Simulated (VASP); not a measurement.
ZnO, 4 atoms in the cell. It takes space group P6_3mc (No. 186, hexagonal). The conventional cell has a = 3.222 Å, b = 3.222 Å, c = 5.187 Å, α = 90.00°, β = 90.00°, γ = 120.00°. Within 2.6 Å of Zn (site symmetry 3m) lie 4 O at 1.96 to 1.97 Å. Within 2.6 Å of O (site symmetry 3m) lie 4 Zn at 1.96 to 1.97 Å. 

| Quantity | Value |
| --- | --- |
| Program | VASP 6.6.1 |
| Task | single point |
| Functional | r2SCAN |
| Potentials or basis | VASP PAW PBE potentials, release 64 (Zn, O_h) |
| Cutoff | 1480 eV |
| k mesh | 8 × 8 × 4 |
| Occupations | gaussian, width 0.01 eV |
| Spin | no spin polarisation |
| Dipole correction | no |
| Further INCAR settings | ALGO = Normal; EDIFF = 1e-06; NBANDS = 26 |

Potentials or basis: VASP PAW PBE potentials, release 64 (Zn, O_h).

Command:

```bash
$ cat potpaw_PBE.64/Zn/POTCAR potpaw_PBE.64/O_h/POTCAR > POTCAR
$ cp INCAR.step1 INCAR
$ mpirun -np 1 vasp_std > vasp.out
$ cp INCAR.step2 INCAR
$ mpirun -np 1 vasp_std > vasp.out
```

Hardware: 1 thread of Intel(R) Xeon(R) Platinum 8259CL CPU @ 2.50GHz (Skylake/Cascade Lake) (shared host).

**Question.** How long does it take, and how much memory?

**Answer.** Run time: 9.4 min on 1 thread of Intel(R) Xeon(R) Platinum 8259CL CPU @ 2.50GHz (Skylake/Cascade Lake), on a shared host, peak memory 0.46 GiB. Counts: k points 30.
